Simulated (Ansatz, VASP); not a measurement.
# Two plane-wave programs on RhC2

```
CELL_PARAMETERS angstrom
0.00000 2.44125 2.44125
2.44125 0.00000 2.44125
2.44125 2.44125 0.00000
ATOMIC_POSITIONS crystal
Rh 0.00000 0.00000 0.00000
C 0.25000 0.25000 0.25000
C 0.75000 0.75000 0.75000
```

Alike in both runs: task single point; functional PBEsol; k mesh 18 × 18 × 18; occupations gaussian, width 0.05 eV; no spin polarisation.

```csv
,VASP,Ansatz
version,VASP 6.6.1,Ansatz 0.2.0
potentials or method,"VASP PAW PBE potentials, release 64 (Rh_pv, C), cutoff 520 eV","scalar-relativistic, plane waves, PAW"
valence electrons in the cell,23,25
```

|  | VASP | Ansatz | Ansatz less VASP |
| --- | --- | --- | --- |
| pressure (GPa) | 0.1 | 0.1 | -0.03 |

VASP's potentials were made for PBE, not for PBEsol. VASP's potentials hold 23 valence electrons a cell and Ansatz's 25, so a difference there can come from the potentials and not from the codes.
